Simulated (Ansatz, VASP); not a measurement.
Re: VASP beside Ansatz

The input INCAR:

```
SYSTEM = Re
PREC = Accurate
ENCUT = 600
EDIFF = 1E-7
ISMEAR = -1
SIGMA = 0.05
LREAL = .False.
LASPH = .True.
NELM = 80
ALGO = Normal
ISIF = 3
LWAVE = .False.
LCHARG = .False.
GGA = RE
IBRION = 2
NSW = 60
EDIFFG = -0.01
```

File KPOINTS:

```
Automatic mesh
0
Gamma
  8 8 3
  0 0 0
```

POSCAR

```
Re
1.0
    2.7663873939      0.0000000000      0.0000000000
   -1.3831936969      2.3957617598      0.0000000000
    0.0000000000      0.0000000000      8.9388451600
Re
4
Direct
    0.6666666667      0.3333333333      0.7500000000
    0.0000000000      0.0000000000      0.5000000000
    0.3333333333      0.6666666667      0.2500000000
    0.0000000000      0.0000000000      0.0000000000
```

input.yaml

```yaml
crystal:
  lattice:
    - [2.7663873939, 0.0, 0.0]
    - [-1.3831936969, 2.3957617598, 0.0]
    - [0.0, 0.0, 8.93884516]
  atoms:
    - { symbol: Re, position: [0.6666666667, 0.3333333333, 0.75] }
    - { symbol: Re, position: [0.0, 0.0, 0.5] }
    - { symbol: Re, position: [0.3333333333, 0.6666666667, 0.25] }
    - { symbol: Re, position: [0.0, 0.0, 0.0] }
hamiltonian:
  xc: revpbe
  pseudopotentials: { kind: paw }
kpoints:
  mp_grid: { grid: [8, 8, 3] }
scf:
  occupations: { method: fermi_dirac, width: 0.05 }
output:
  forces: true
  stress: true
  eigenvalues: true
  write_density: true
  write_potential: true
  elf: true
  volumetric_format: npy
relax:
  f_tol: 0.01
  max_steps: 40
  cell: { stress_tol: 0.05 }
```

Alike in both runs: task relaxation of cell and atoms; functional revPBE; k mesh 8 × 8 × 3; occupations fermi-dirac, width 0.05 eV; no spin polarisation.

```csv
,VASP,Ansatz
version,VASP 6.6.1,Ansatz 0.2.0
potentials or method,"VASP PAW PBE potentials, release 64 (Re)",Ansatz PAW
plane-wave cutoff (eV),600,420
valence electrons in the cell,28,60
```

|  | VASP | Ansatz | Ansatz less VASP |
| --- | --- | --- | --- |
| gap on the k mesh at the Fermi level, each at its own relaxed structure (eV) | none | none | - |
| relaxed volume (Å³/atom) | 15.05 | 15.07 | +0.026 |
| relaxed length of the cell vector where the two differ most in proportion (Å) | 8.977 | 8.984 | +0.0069 |

VASP's potentials were made for PBE, not for revPBE. A gap of «none» marks a metal or a gap that the smearing closes. VASP's potentials hold 28 valence electrons a cell and Ansatz's 60, so a difference there can come from the potentials and not from the codes.

Neither program's run includes spin-orbit coupling. Noted on Ansatz's run: the plane-wave basis is chosen anew once the cell has moved, so the energies of steps on either side of that aren't comparable.
